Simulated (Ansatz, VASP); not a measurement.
Two plane-wave programs on Os

Contents of INCAR:

```
SYSTEM = Os
PREC = Accurate
ENCUT = 520
EDIFF = 1E-6
ISMEAR = 0
SIGMA = 0.15
LREAL = .FALSE.
LASPH = .TRUE.
NELM = 80
ALGO = Fast
ISIF = 2
LWAVE = .FALSE.
LCHARG = .FALSE.
GGA = PS
NBANDS = 15
```

File KPOINTS:

```
Automatic mesh
0
G
  18 18 12
  0 0 0
```

POSCAR

```
Os
1.0
    2.8776402242      0.0000000000      0.0000000000
   -1.4388201121      2.2434905334      0.0000000000
    0.0000000000      0.0000000000      4.3197000000
Os
2
Direct
    0.3333333333      0.6666666667      0.2500000000
    0.6666666667      0.3333333333      0.7500000000
```

Input for Ansatz:

```yaml
crystal:
  lattice:
    - [2.8776402242, 0.0, 0.0]
    - [-1.4388201121, 2.2434905334, 0.0]
    - [0.0, 0.0, 4.3197]
  atoms:
    - { symbol: Os, position: [0.3333333333, 0.6666666667, 0.25] }
    - { symbol: Os, position: [0.6666666667, 0.3333333333, 0.75] }
basis:
  ecutwfc: 420
kpoints:
  mp_grid: { grid: [18, 18, 12] }
hamiltonian:
  xc: pbesol
scf:
  occupations: { method: gaussian, width: 0.15 }
output:
  forces: true
  stress: true
  eigenvalues: true
```

Change from the starting cell: strain +0.0525 x Voigt [1, -1, 0, 0, 0, 0], atoms carried along.

Alike in both runs: task single point; functional PBEsol; k mesh 18 × 18 × 12; occupations gaussian, width 0.15 eV; no spin polarisation.

|  | VASP | Ansatz |
| --- | --- | --- |
| version | VASP 6.6.1 | Ansatz 0.2.0 |
| potentials or method | VASP PAW PBE potentials, release 64 (Os), cutoff 520 eV | scalar-relativistic, plane waves, PAW |
| valence electrons in the cell | 16 | 32 |

```csv
,VASP,Ansatz,Ansatz less VASP
gap on the k mesh at the Fermi level (eV),none,none,-
pressure (GPa),2.1,1.6,-0.48
"traceless stress, the component that is largest in VASP (GPa)",27.10,27.16,+0.058
rms of the force components (eV/Å),0.184,0.186,+0.0028
```

VASP's potentials were made for PBE, not for PBEsol. Atom by atom the forces differ by 0.003 eV/Å (rms over components). A gap of «none» marks a metal or a gap that the smearing closes. VASP's potentials hold 16 valence electrons a cell and Ansatz's 32, so a difference there can come from the potentials and not from the codes.

Spin-orbit coupling is off throughout.
